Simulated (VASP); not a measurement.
# LiAl2BrN6 (P-31m) in VASP: single point with PBE

Aim: the single point of LiAl2BrN6 with PBE.

All numbers are computed with VASP 6.6.1; they aren't measurements. Logs are shortened: lines on timing, memory, paths and dates and some standing lists are left out, and cuts for length are marked.

**1. The cell of the first run**

It takes space group P-31m (No. 162, trigonal). The conventional cell has a = 5.219 Å, b = 5.219 Å, c = 7.324 Å, α = 90.00°, β = 90.00°, γ = 120.00°. Within 3.0 Å of Li (site symmetry -3m) lie 6 N at 2.24 Å. Within 2.2 Å of Al (site symmetry 32) lie 6 N at 1.69 Å. N (site symmetry m) has 1 N at 1.51 Å and 2 Al at 1.69 Å within 2.0 Å. Within 4.8 Å of Br (site symmetry -3m) lie 2 Li at 3.66 Å and 18 N at 3.74 to 4.78 Å and 12 Al at 4.74 Å.

**2. Single point, PBE**

Contents of INCAR:

```
SYSTEM = LiAl2BrN6
ALGO = Normal ; EDIFF = 1E-6
ENCUT = 520 ; GGA = PE
ISIF = 2 ; ISMEAR = -1
LASPH = .True. ; LCHARG = .True.
LELF = .True. ; LREAL = .False.
LVHAR = .True. ; LWAVE = .False.
NBANDS = 34 ; NELM = 80
PREC = Accurate ; SIGMA = 0.1
```

Contents of KPOINTS:

```
k-points
0
Gamma
  6 6 4
  0 0 0
```

Contents of POSCAR:

```
LiAl2BrN6
1.0
    5.2189606886     -0.0000002887      0.0000000000
   -2.6094800943      4.5197526820      0.0000000000
    0.0000000000      0.0000000000      7.3235780000
Li Al N Br
1 2 6 1
Direct
    0.0000000000      0.0000000000      0.0000000000
    0.3333333333      0.6666666667      0.0000000000
    0.6666666667      0.3333333333      0.0000000000
    0.0000000000      0.5869997909      0.0823453708
    0.4130002091      0.4130002091      0.0823453708
    0.5869997909      0.0000000000      0.0823453708
    0.4130002091      0.0000000000      0.9176546292
    0.5869997909      0.5869997909      0.9176546292
    0.0000000000      0.4130002091      0.9176546292
    0.0000000000      0.0000000000      0.5000000000
```

Potentials or basis: VASP PAW PBE potentials, release 64 (Li_sv, Al, N, Br).

Command:

```
> cat potpaw_PBE.64/Li_sv/POTCAR potpaw_PBE.64/Al/POTCAR potpaw_PBE.64/N/POTCAR potpaw_PBE.64/Br/POTCAR > POTCAR
> mpirun -np 1 vasp_std > vasp.out
```

OUTCAR:

```text
SYSTEM = LiAl2BrN6
   EDIFF = 1E-6
   ENCUT = 520
   GGA = PE
   ISIF = 2
   ISMEAR = -1
   LASPH = .True.
   LREAL = .False.
   NELM = 80
   PREC = Accurate

 ion  position               nearest neighbor table
   1  0.000  0.000  0.000-
   2  0.333  0.667  0.000-   7 1.69   4 1.69   6 1.69   9 1.69   5 1.69   8 1.69   3 3.01   3 3.01
                             3 3.01
   3  0.667  0.333  0.000-   6 1.69   9 1.69   7 1.69   4 1.69   8 1.69   5 1.69   2 3.01   2 3.01
                             2 3.01
   4  0.000  0.587  0.082-   9 1.51   2 1.69   3 1.69
   5  0.413  0.413  0.082-   8 1.51   2 1.69   3 1.69
   6  0.587  0.000  0.082-   7 1.51   3 1.69   2 1.69
   7  0.413  0.000  0.918-   6 1.51   2 1.69   3 1.69
   8  0.587  0.587  0.918-   5 1.51   3 1.69   2 1.69
   9  0.000  0.413  0.918-   4 1.51   3 1.69   2 1.69
  10  0.000  0.000  0.500-

  LATTYP: Found a hexagonal cell.
 ALAT       =     5.2189606886
 C/A-ratio  =     1.4032636835

  Lattice vectors:

 A1 = (   5.2189606886,  -0.0000002887,   0.0000000000)
 A2 = (  -2.6094800943,   4.5197526820,   0.0000000000)
 A3 = (   0.0000000000,   0.0000000000,   7.3235780000)

Analysis of symmetry for initial positions (statically):
=====================================================================
 Subroutine PRICEL returns:
 Original cell was already a primitive cell.

 Routine SETGRP: Setting up the symmetry group for a
 hexagonal supercell.

 Subroutine GETGRP returns: Found 12 space group operations
 (whereof 12 operations were pure point group operations)
 out of a pool of 24 trial point group operations.

The static configuration has the point symmetry D_3d.

Analysis of symmetry for dynamics (positions and initial velocities):
=====================================================================
 Subroutine PRICEL returns:
 Original cell was already a primitive cell.

 Routine SETGRP: Setting up the symmetry group for a
 hexagonal supercell.

 Subroutine GETGRP returns: Found 12 space group operations
 (whereof 12 operations were pure point group operations)
 out of a pool of 24 trial point group operations.

The dynamic configuration has the point symmetry D_3d.

 Subroutine INISYM returns: Found 12 space group operations
 (whereof 12 operations are pure point group operations),
[... 114 lines left out ...]
   NSW    =      0    number of steps for IOM
   IBRION =     -1    ionic relax: 0-MD 1-quasi-New 2-CG
   NFREE  =      0    steps in history (QN), initial steepest desc. (CG)
   ISIF   =      2    stress and relaxation
   ISYM   =      2    0-nonsym 1-usesym 2-fastsym
   POTIM  = 0.5000    time-step for ionic-motion
   TEBEG  =    0.0;   TEEND  =   0.0 temperature during run
   PSTRESS=    0.0 pullay stress
   NELECT =      46.0000    total number of electrons
   NUPDOWN=      -1.0000    fix difference up-down
   EMIN   =  10.00;   EMAX   =-10.00  energy-range for DOS
   EFERMI =   0.00;   METHOD = LEGACY
   ISMEAR =    -1;   SIGMA  =   0.10  broadening in eV -4-tet -1-fermi 0-gaus
   EFERMI_NEDOS =   21; number of points for ismear=-14 and -15
   IALGO  =     38    algorithm
   IMIX   =      4    mixing-type and parameters
     AMIX     =   0.40;   BMIX     =  1.00
     AMIX_MAG =   1.60;   BMIX_MAG =  1.00
  volume/ion in A,a.u.               =      17.28       116.58
  Fermi-wavevector in a.u.,A,eV,Ry     =   1.053222  1.990302 15.092637  1.109278
  Thomas-Fermi vector in A             =   2.188336
   LORBIT       =      0    0 simple, 1 ext, 2 COOP (PROOUT), +10 PAW based schemes
   GGA     = PE    functional components
   LHFCALC =     F    Hartree Fock is set to
   AEXX    =    0.0000 exact exchange contribution
   IVDW    =     0    specifies the selected vdW correction
   LEPSILON=     F    determine dielectric tensor
   LRPA    =     F    only Hartree local field effects (RPA)
 non-spin polarized calculation
  energy-cutoff  :      520.00
  volume of cell :      172.75
 maximum number of plane-waves:      4672
   NGX = 19   NGY = 19   NGZ = 27

 number of electron      46.0000005 magnetization

 Free energy of the ion-electron system (eV)
  ---------------------------------------------------
  ext. energy  EPLUGINS =         0.00000000
  ---------------------------------------------------
  free energy    TOTEN  =       -48.86704213 eV

  energy without entropy =      -48.50726365  energy(sigma->0) =      -48.68715289

 E-fermi :  -0.4692     XC(G=0):  -7.5962

 val. band max:       -0.4709658957   @ k =   0.3333   0.0000   0.5000
 cond. band min:      -0.4651977971   @ k =   0.3333   0.0000   0.2500
 fundamental gap:      0.0057680987
 Fermi energy:        -0.4692091574

 k-point     1 :       0.0000    0.0000    0.0000
  band No.  band energies     occupation
      1     -45.2807      2.00000
      2     -20.2706      2.00000
      3     -18.4710      2.00000
      4     -18.4710      2.00000
      5     -12.8509      2.00000
      6     -11.0387      2.00000
[... 877 lines left out ...]
     33       9.0766      0.00000
     34       9.0766      0.00000

------------------------ aborting loop because EDIFF is reached ----------------------------------------

  FORCE on cell =-STRESS in cart. coord.  units (eV):
  Direction    XX          YY          ZZ          XY          YZ          ZX
  --------------------------------------------------------------------------------------
  -------------------------------------------------------------------------------------
  Total       50.6540657     50.6540657     -0.4087932     -0.0000000      0.0000000      0.0000000
  in kB      469.7890586    469.7890586     -3.7913358     -0.0000000      0.0000000      0.0000000
  external PRESSURE =     311.9289271 kB  Pullay stress =       0.0000000 kB

 VOLUME and BASIS-vectors are now :
 -----------------------------------------------------------------------------
  energy-cutoff  :      520.00
  volume of cell :      172.75
      direct lattice vectors                 reciprocal lattice vectors
     5.218960689 -0.000000289  0.000000000     0.191609037  0.110625515  0.000000000
    -2.609480094  4.519752682  0.000000000     0.000000012  0.221251051  0.000000000
     0.000000000  0.000000000  7.323578000     0.000000000  0.000000000  0.136545279

 POSITION                                       TOTAL-FORCE (eV/Angst)
 -----------------------------------------------------------------------------------
      0.00000      0.00000      0.00000        -0.000000     -0.000000      0.000000
      0.00000      3.01317      0.00000         0.000000     -0.000000     -0.000000
      2.60948      1.50658      0.00000         0.000000     -0.000000      0.000000
     -1.53176      2.65309      0.60306        -0.057727      0.099985      0.153592
      1.07772      1.86666      0.60306        -0.057727     -0.099985      0.153592
      3.06353     -0.00000      0.60306         0.115453     -0.000000      0.153592
      2.15543     -0.00000      6.72052        -0.115453      0.000000     -0.153592
      1.53176      2.65309      6.72052         0.057727      0.099985     -0.153592
     -1.07772      1.86666      6.72052         0.057727     -0.099985     -0.153592
      0.00000      0.00000      3.66179         0.000000     -0.000000      0.000000
 -----------------------------------------------------------------------------------
    total drift:                               -0.000000     -0.000000      0.000000

  FREE ENERGIE OF THE ION-ELECTRON SYSTEM (eV)
  ---------------------------------------------------
  free  energy   TOTEN  =       -48.8670421302 eV

  energy  without entropy=      -48.5072636548  energy(sigma->0) =      -48.68715289
```

stdout:

```text
POSCAR found type information on POSCAR LiAlN Br
 POSCAR found :  4 types and      10 ions
 scaLAPACK will be used
 LDA part: xc-table for (Slater+PW92), standard interpolation
 POSCAR, INCAR and KPOINTS ok, starting setup
 FFT: planning ... GRIDC
 FFT: planning ... GRID_SOFT
 FFT: planning ... GRID
 WAVECAR not read
 entering main loop
```

Run time: 3 min. Hardware: 1 thread of Intel Xeon Platinum 8488C (Sapphire Rapids), shared host; peak memory 0.35 GiB.

What came out:

* Free energy: -48.8670 eV
* Largest force: 0.192 eV/Å
* Band gap on the k mesh: zero (band 23 reaches -0.48 eV, above the bottom of band 24 at -0.59 eV)

Forces in eV/Å, atoms in the order of the input:
```
Li   0.000  0.000  0.000
Al   0.000  0.000  0.000
Al   0.000  0.000  0.000
N   -0.058  0.100  0.154
N   -0.058 -0.100  0.154
N    0.115  0.000  0.154
N   -0.115  0.000 -0.154
N    0.058  0.100 -0.154
N    0.058 -0.100 -0.154
Br   0.000  0.000  0.000
```

Caveat: the cutoff is under 1.25 times the usual one of these potentials, so pressure, stress and relaxed cells hold a basis-set (Pulay) error.
